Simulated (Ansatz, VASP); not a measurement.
InP in VASP and in Ansatz

File INCAR:

```
  ALGO = Normal
  EDIFF = 1E-7
  EDIFFG = -0.01
  ENCUT = 600
  GGA = PS
  IBRION = 2
  ISIF = 3
  ISMEAR = -1
  IVDW = 12
  LASPH = T
  LCHARG = F
  LREAL = F
  LWAVE = F
  NELM = 100
  NSW = 60
  PREC = Accurate
  SIGMA = 0.05
```

Contents of KPOINTS:

```
k-points
0
Gamma
  8 8 8
```

Contents of POSCAR:

```
InP
1.0
    0.0000000000      2.7688340000      2.7688340000
    2.7688340000      0.0000000000      2.7688340000
    2.7688340000      2.7688340000      0.0000000000
In P
1 1
Direct
    0.0000000000      0.0000000000      0.0000000000
    0.5000000000      0.5000000000      0.5000000000
```

input.yaml

```yaml
crystal:
  lattice:
    - [0.0, 2.768834, 2.768834]
    - [2.768834, 0.0, 2.768834]
    - [2.768834, 2.768834, 0.0]
  atoms:
    - { symbol: In, position: [0.0, 0.0, 0.0] }
    - { symbol: P, position: [0.5, 0.5, 0.5] }
hamiltonian:
  xc: pbesol
  pseudopotentials: { kind: paw }
  dispersion: d3bj
kpoints:
  mp_grid: { grid: [8, 8, 8] }
scf:
  occupations: { method: fermi_dirac, width: 0.05 }
output:
  forces: true
  stress: true
  eigenvalues: true
relax:
  f_tol: 0.01
  max_steps: 40
  cell: { stress_tol: 0.05 }
```

Alike in both runs: task relaxation of cell and atoms; functional PBEsol; dispersion D3(BJ); k mesh 8 × 8 × 8; occupations fermi-dirac, width 0.05 eV; no spin polarisation.

|  | VASP | Ansatz |
| --- | --- | --- |
| version | VASP 6.6.1 | Ansatz 0.2.0 |
| potentials or method | VASP PAW PBE potentials, release 64 (In_d, P) | Ansatz PAW |
| plane-wave cutoff (eV) | 600 | 420 |
| valence electrons in the cell | 18 | 18 |

VASP gave:

| Property | Result |
| --- | --- |
| gap on the k mesh at the Fermi level, each at its own relaxed structure (eV) | none |
| relaxed volume (Å³/atom) | 19.63 |
| relaxed cell length with the largest relative difference (Å) | 3.815 |

Problem. Estimate Ansatz's values.

Solution. gap on the k mesh at the Fermi level, each at its own relaxed structure (eV): none; relaxed volume (Å³/atom): 19.61; relaxed cell length with the largest relative difference (Å): 3.814.

VASP's potentials were made for PBE, not for PBEsol. A gap of «none» marks a metal or a gap that the smearing closes.

Noted on Ansatz's run: the plane-wave basis is chosen anew once the cell has moved, so the energies of steps on either side of that aren't comparable.
